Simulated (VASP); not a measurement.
# MgO (Fm-3m) in VASP: further runs

The runs below take MgO through single point, with PBE.

Everything below comes from runs of VASP 6.6.1. Logs are shortened: lines on timing, memory, paths and dates and some standing lists are left out, and cuts for length are marked.

**1. The cell of the first run**

It takes space group Fm-3m (No. 225, cubic). Conventional cell: a = 4.142 Å, b = 4.142 Å, c = 4.142 Å, α = 90.00°, β = 90.00°, γ = 90.00°. Mg (site symmetry m-3m) has 6 O at 2.07 Å within 2.7 Å. Within 2.7 Å of O (site symmetry m-3m) lie 6 Mg at 2.07 Å.

**2. Single point, PBE**

INCAR reads:

```
ALGO = Normal
EDIFF = 1E-6
ENCUT = 600
GGA = PE
GGA_COMPAT = False
ISIF = 2
ISMEAR = 0
LASPH = True
LCHARG = False
LREAL = False
LWAVE = False
NBANDS = 11
NELM = 120
PREC = Accurate
SIGMA = 0.01
```

KPOINTS reads:

```
k-points
0
Gamma
  2 2 2
```

POSCAR reads:

```
MgO
1.0
    0.0000000000      2.0711650200      2.0711650200
    2.0711650200      0.0000000000      2.0711650200
    2.0711650200      2.0711650200      0.0000000000
Mg O
1 1
Direct
    0.0000000000      0.0000000000      0.0000000000
    0.5000000000      0.5000000000      0.5000000000
```

Potentials or basis: VASP PAW PBE potentials, release 64 (Mg, O).

Started as:

```bash
> cat potpaw_PBE.64/Mg/POTCAR potpaw_PBE.64/O/POTCAR > POTCAR
> mpirun -np 1 vasp_std > vasp.out
```

OUTCAR:

```text
EDIFF = 1E-6
   ENCUT = 600
   GGA = PE
   ISIF = 2
   ISMEAR = 0
   LASPH = True
   LREAL = False
   NELM = 120
   PREC = Accurate

 ion  position               nearest neighbor table
   1  0.000  0.000  0.000-   2 2.07   2 2.07   2 2.07   2 2.07   2 2.07   2 2.07
   2  0.500  0.500  0.500-   1 2.07   1 2.07   1 2.07   1 2.07   1 2.07   1 2.07

  LATTYP: Found a face centered cubic cell.
 ALAT       =     4.1423300400

  Lattice vectors:

 A1 = (   0.0000000000,   2.0711650200,   2.0711650200)
 A2 = (   2.0711650200,   0.0000000000,   2.0711650200)
 A3 = (   2.0711650200,   2.0711650200,   0.0000000000)

Analysis of symmetry for initial positions (statically):
=====================================================================
 Subroutine PRICEL returns:
 Original cell was already a primitive cell.

 Routine SETGRP: Setting up the symmetry group for a
 face centered cubic supercell.

 Subroutine GETGRP returns: Found 48 space group operations
 (whereof 48 operations were pure point group operations)
 out of a pool of 48 trial point group operations.

The static configuration has the point symmetry O_h .

Analysis of symmetry for dynamics (positions and initial velocities):
=====================================================================
 Subroutine PRICEL returns:
 Original cell was already a primitive cell.

 Routine SETGRP: Setting up the symmetry group for a
 face centered cubic supercell.

 Subroutine GETGRP returns: Found 48 space group operations
 (whereof 48 operations were pure point group operations)
 out of a pool of 48 trial point group operations.

The dynamic configuration has the point symmetry O_h .

 Subroutine INISYM returns: Found 48 space group operations
 (whereof 48 operations are pure point group operations),
 and found     1 'primitive' translations

----------------------------------------------------------------------------------------

                                     Primitive cell

  volume of cell :      17.7695

  direct lattice vectors                    reciprocal lattice vectors
     0.000000000  2.071165020  2.071165020    -0.241410025  0.241410025  0.241410025
     2.071165020  0.000000000  2.071165020     0.241410025 -0.241410025  0.241410025
     2.071165020  2.071165020  0.000000000     0.241410025  0.241410025 -0.241410025

  length of vectors
     2.929069661  2.929069661  2.929069661     0.418134429  0.418134429  0.418134429

  position of ions in fractional coordinates (direct lattice)
     0.000000000  0.000000000  0.000000000
     0.500000000  0.500000000  0.500000000

  ion indices of the primitive-cell ions
   primitive index   ion index
                 1           1
                 2           2

----------------------------------------------------------------------------------------

 KPOINTS: k-points

Automatic generation of k-mesh.
 Grid dimensions read from file:
 generate k-points for:    2    2    2

 Generating k-lattice:

  Cartesian coordinates                     Fractional coordinates (reciprocal lattice)
    -0.120705013  0.120705013  0.120705013     0.500000000  0.000000000  0.000000000
     0.120705013 -0.120705013  0.120705013     0.000000000  0.500000000  0.000000000
     0.120705013  0.120705013 -0.120705013     0.000000000  0.000000000  0.500000000

  Length of vectors
     0.209067215  0.209067215  0.209067215

  Shift w.r.t. Gamma in fractional coordinates (k-lattice)
     0.000000000  0.000000000  0.000000000

 Subroutine IBZKPT returns following result:
 ===========================================

 Found      3 irreducible k-points:

 Following reciprocal coordinates:
            Coordinates               Weight
  0.000000  0.000000  0.000000      1.000000
  0.500000  0.000000  0.000000      4.000000
  0.500000  0.500000  0.000000      3.000000
   k-points           NKPTS =      3   k-points in BZ     NKDIM =      3   number of bands    NBANDS=     11
   number of dos      NEDOS =    301   number of ions     NIONS =      2
   total plane-waves  NPLWV =  13824
   dimension x,y,z NGX =    24 NGY =   24 NGZ =   24
   dimension x,y,z NGXF=    48 NGYF=   48 NGZF=   48
   ions per type =               1   1
   NGX,Y,Z   is equivalent  to a cutoff of  13.62, 13.62, 13.62 a.u.
   NGXF,Y,Z  is equivalent  to a cutoff of  27.24, 27.24, 27.24 a.u.
 SYSTEM =  unknown system
   PREC   = accura    normal or accurate (medium, high low for compatibility)
   ISTART =      0    job   : 0-new  1-cont  2-samecut
   ICHARG =      2    charge: 1-file 2-atom 10-const
   ISPIN  =      1    spin polarized calculation?
   LNONCOLLINEAR =      F non collinear calculations
   LSORBIT =      F    spin-orbit coupling
   LASPH  =      T    aspherical Exc in radial PAW
   ENCUT  =  600.0 eV  44.10 Ry    6.64 a.u.   5.85  5.85  5.85*2*pi/ulx,y,z
   NELM   =    120;   NELMIN=  2; NELMDL= -5     # of ELM steps
   EDIFF  = 0.1E-05   stopping-criterion for ELM
   LREAL  =      F    real-space projection
   EDIFFG = 0.1E-04   stopping-criterion for IOM
   NSW    =      0    number of steps for IOM
   IBRION =     -1    ionic relax: 0-MD 1-quasi-New 2-CG
   NFREE  =      0    steps in history (QN), initial steepest desc. (CG)
   ISIF   =      2    stress and relaxation
   ISYM   =      2    0-nonsym 1-usesym 2-fastsym
   POTIM  = 0.5000    time-step for ionic-motion
   TEBEG  =    0.0;   TEEND  =   0.0 temperature during run
   PSTRESS=    0.0 pullay stress
   NELECT =       8.0000    total number of electrons
   NUPDOWN=      -1.0000    fix difference up-down
   EMIN   =  10.00;   EMAX   =-10.00  energy-range for DOS
   EFERMI =   0.00;   METHOD = LEGACY
   ISMEAR =     0;   SIGMA  =   0.01  broadening in eV -4-tet -1-fermi 0-gaus
   EFERMI_NEDOS =   21; number of points for ismear=-14 and -15
   IALGO  =     38    algorithm
   IMIX   =      4    mixing-type and parameters
     AMIX     =   0.40;   BMIX     =  1.00
     AMIX_MAG =   1.60;   BMIX_MAG =  1.00
  volume/ion in A,a.u.               =       8.88        59.96
  Fermi-wavevector in a.u.,A,eV,Ry     =   1.254720  2.371077 21.419952  1.574322
  Thomas-Fermi vector in A             =   2.388511
   LORBIT       =      0    0 simple, 1 ext, 2 COOP (PROOUT), +10 PAW based schemes
   GGA     = PE    functional components
   LHFCALC =     F    Hartree Fock is set to
   AEXX    =    0.0000 exact exchange contribution
   IVDW    =     0    specifies the selected vdW correction
   LEPSILON=     F    determine dielectric tensor
   LRPA    =     F    only Hartree local field effects (RPA)
 non-spin polarized calculation
 Gauss-broadening in eV      SIGMA  =   0.01
  energy-cutoff  :      600.00
  volume of cell :       17.77
 maximum number of plane-waves:       609
 NGX is ok and might be reduce to    24
   NGX = 11   NGY = 11   NGZ = 11

 number of electron       7.9999999 magnetization

 Free energy of the ion-electron system (eV)
  ---------------------------------------------------
  ext. energy  EPLUGINS =         0.00000000
  ---------------------------------------------------
  free energy    TOTEN  =       -10.95780360 eV

  energy without entropy =      -10.95780360  energy(sigma->0) =      -10.95780360

 E-fermi :   4.1273     XC(G=0): -11.2118

 val. band max:        4.0691850217   @ k =   0.0000   0.0000   0.0000
 cond. band min:       9.0579191381   @ k =   0.0000   0.0000   0.0000
 fundamental gap:      4.9887341164
 Fermi energy:         4.1272954090

 k-point     1 :       0.0000    0.0000    0.0000
  band No.  band energies     occupation
      1     -13.5321      2.00000
      2       4.0692      2.00000
      3       4.0692      2.00000
      4       4.0692      2.00000
      5       9.0579      0.00000
      6      19.7376      0.00000
      7      19.7376      0.00000
      8      19.7376      0.00000
      9      23.8773      0.00000
     10      25.5971      0.00000
     11      25.5971      0.00000

 k-point     2 :       0.5000    0.0000    0.0000
  band No.  band energies     occupation
      1     -12.0607      2.00000
      2      -0.9707      2.00000
      3       3.3273      2.00000
      4       3.3273      2.00000
      5      11.9693      0.00000
      6      17.1565      0.00000
      7      20.4592      0.00000
      8      20.4592      0.00000
      9      25.2850      0.00000
     10      26.8724      0.00000
     11      26.8724      0.00000

 k-point     3 :       0.5000    0.5000    0.0000
  band No.  band energies     occupation
      1     -11.7710      2.00000
      2      -0.4020      2.00000
      3       2.5818      2.00000
      4       2.5818      2.00000
      5      12.8666      0.00000
      6      14.1667      0.00000
      7      17.6124      0.00000
      8      23.5425      0.00000
      9      23.5425      0.00000
     10      29.9956      0.00000
     11      31.1187      0.00000

------------------------ aborting loop because EDIFF is reached ----------------------------------------

  FORCE on cell =-STRESS in cart. coord.  units (eV):
  Direction    XX          YY          ZZ          XY          YZ          ZX
  --------------------------------------------------------------------------------------
  -------------------------------------------------------------------------------------
  Total        2.0185477      2.0185477      2.0185477     -0.0000000      0.0000000      0.0000000
  in kB      182.0017169    182.0017169    182.0017169     -0.0000000      0.0000000      0.0000000
  external PRESSURE =     182.0017169 kB  Pullay stress =       0.0000000 kB

 VOLUME and BASIS-vectors are now :
 -----------------------------------------------------------------------------
  energy-cutoff  :      600.00
  volume of cell :       17.77
      direct lattice vectors                 reciprocal lattice vectors
     0.000000000  2.071165020  2.071165020    -0.241410025  0.241410025  0.241410025
     2.071165020  0.000000000  2.071165020     0.241410025 -0.241410025  0.241410025
     2.071165020  2.071165020  0.000000000     0.241410025  0.241410025 -0.241410025

 POSITION                                       TOTAL-FORCE (eV/Angst)
 -----------------------------------------------------------------------------------
      0.00000      0.00000      0.00000         0.000000      0.000000      0.000000
      2.07117      2.07117      2.07117        -0.000000     -0.000000     -0.000000
 -----------------------------------------------------------------------------------
    total drift:                               -0.000000     -0.000000      0.000000

  FREE ENERGIE OF THE ION-ELECTRON SYSTEM (eV)
  ---------------------------------------------------
  free  energy   TOTEN  =       -10.9578036019 eV

  energy  without entropy=      -10.9578036019  energy(sigma->0) =      -10.95780360
```

Wall time 4.9 s (1 thread of Intel Xeon Platinum 8375C at 2.90GHz (Ice Lake), shared host); peak memory 0.13 GiB.

What came out:

* Free energy: -10.9578 eV
* Pressure: 18.2 GPa
* Band gap on the k mesh: 4.99 eV, direct

Caveat: the k points lie up to 1.31 Å⁻¹ apart.

**3. Single point, PBE**

This run uses another cell than the first one, of 7.88 Å³/atom, 0.887 times its volume.

INCAR reads:

```
SYSTEM = MgO
PREC = Accurate ; ENCUT = 600
EDIFF = 1E-6 ; ISMEAR = 0
SIGMA = 0.01 ; LREAL = .FALSE.
LASPH = .TRUE. ; NELM = 120
ALGO = Normal ; ISIF = 2
LWAVE = .FALSE. ; LCHARG = .FALSE.
GGA = PE ; NBANDS = 11
GGA_COMPAT = .FALSE.
```

KPOINTS reads:

```
Automatic mesh
0
G
  3 3 3
  0 0 0
```

POSCAR reads:

```
MgO
1.0
    0.0000000000      1.9898577500      1.9898577500
    1.9898577500      0.0000000000      1.9898577500
    1.9898577500      1.9898577500      0.0000000000
Mg O
1 1
Direct
    0.0000000000      0.0000000000      0.0000000000
    0.5000000000      0.5000000000      0.5000000000
```

Potentials or basis: VASP PAW PBE potentials, release 64 (Mg, O).

Started as:

```bash
> cat potpaw_PBE.64/Mg/POTCAR potpaw_PBE.64/O/POTCAR > POTCAR
> mpirun -np 1 vasp_std > vasp.out
```

OUTCAR:

```text
SYSTEM = MgO
   PREC = Accurate
   ENCUT = 600
   EDIFF = 1E-6
   ISMEAR = 0
   LREAL = .FALSE.
   LASPH = .TRUE.
   NELM = 120
   ISIF = 2
   GGA = PE

 ion  position               nearest neighbor table
   1  0.000  0.000  0.000-   2 1.99   2 1.99   2 1.99   2 1.99   2 1.99   2 1.99
   2  0.500  0.500  0.500-   1 1.99   1 1.99   1 1.99   1 1.99   1 1.99   1 1.99

  LATTYP: Found a face centered cubic cell.
 ALAT       =     3.9797155000

  Lattice vectors:

 A1 = (   0.0000000000,   1.9898577500,   1.9898577500)
 A2 = (   1.9898577500,   0.0000000000,   1.9898577500)
 A3 = (   1.9898577500,   1.9898577500,   0.0000000000)

Analysis of symmetry for initial positions (statically):
=====================================================================
 Subroutine PRICEL returns:
 Original cell was already a primitive cell.

 Routine SETGRP: Setting up the symmetry group for a
 face centered cubic supercell.

 Subroutine GETGRP returns: Found 48 space group operations
 (whereof 48 operations were pure point group operations)
 out of a pool of 48 trial point group operations.

The static configuration has the point symmetry O_h .

Analysis of symmetry for dynamics (positions and initial velocities):
[... 152 lines left out ...]
      5      11.2047      0.00000
      6      21.3540      0.00000
      7      21.3540      0.00000
      8      21.3540      0.00000
      9      25.7577      0.00000
     10      27.7298      0.00000
     11      27.7298      0.00000
[... 29 lines left out ...]
 k-point     4 :      -0.3333    0.3333    0.0000
  band No.  band energies     occupation
      1     -11.4979      2.00000
      2       0.8395      2.00000
      3       0.9850      2.00000
      4       3.4159      2.00000
      5      16.0283      0.00000
      6      18.3025      0.00000
      7      19.3912      0.00000
      8      24.7723      0.00000
      9      25.7616      0.00000
     10      29.6659      0.00000
     11      35.3915      0.00000

------------------------ aborting loop because EDIFF is reached ----------------------------------------

  FORCE on cell =-STRESS in cart. coord.  units (eV):
  Direction    XX          YY          ZZ          XY          YZ          ZX
  --------------------------------------------------------------------------------------
  -------------------------------------------------------------------------------------
  Total        4.4193362      4.4193362      4.4193362      0.0000000     -0.0000000     -0.0000000
  in kB      449.3363285    449.3363285    449.3363285      0.0000000     -0.0000000     -0.0000000
  external PRESSURE =     449.3363285 kB  Pullay stress =       0.0000000 kB

 VOLUME and BASIS-vectors are now :
 -----------------------------------------------------------------------------
  energy-cutoff  :      600.00
  volume of cell :       15.76
      direct lattice vectors                 reciprocal lattice vectors
     0.000000000  1.989857750  1.989857750    -0.251274243  0.251274243  0.251274243
     1.989857750  0.000000000  1.989857750     0.251274243 -0.251274243  0.251274243
     1.989857750  1.989857750  0.000000000     0.251274243  0.251274243 -0.251274243

 POSITION                                       TOTAL-FORCE (eV/Angst)
 -----------------------------------------------------------------------------------
      0.00000      0.00000      0.00000         0.000000      0.000000      0.000000
      1.98986      1.98986      1.98986         0.000000      0.000000      0.000000
 -----------------------------------------------------------------------------------
    total drift:                               -0.000000     -0.000000      0.000000

  FREE ENERGIE OF THE ION-ELECTRON SYSTEM (eV)
  ---------------------------------------------------
  free  energy   TOTEN  =       -11.4105012156 eV

  energy  without entropy=      -11.4105012156  energy(sigma->0) =      -11.41050122
```

stdout:

```text
POSCAR found type information on POSCAR MgO
 POSCAR found :  2 types and       2 ions
 scaLAPACK will be used
 LDA part: xc-table for (Slater+PW92), standard interpolation
 POSCAR, INCAR and KPOINTS ok, starting setup
 FFT: planning ... GRIDC
 FFT: planning ... GRID_SOFT
 FFT: planning ... GRID
 WAVECAR not read
 entering main loop
```

Wall time 3.5 s (1 thread of Intel Xeon Platinum 8375C at 2.90GHz (Ice Lake), shared host); peak memory 0.13 GiB.

What came out:

```yaml
Free_energy: -11.4105 eV
Pressure: 44.9 GPa
Band_gap_on_the_k_mesh: 6.53 eV, direct
```

Levels at points of the mesh, in eV from the valence-band top:
```csv
k point,band 2,band 3,band 4,band 5,band 6,band 7
"(0.00, 0.00, 0.00)",0.00,0.00,0.00,6.53,16.68,16.68
```

Caveat: the k points lie up to 0.91 Å⁻¹ apart.
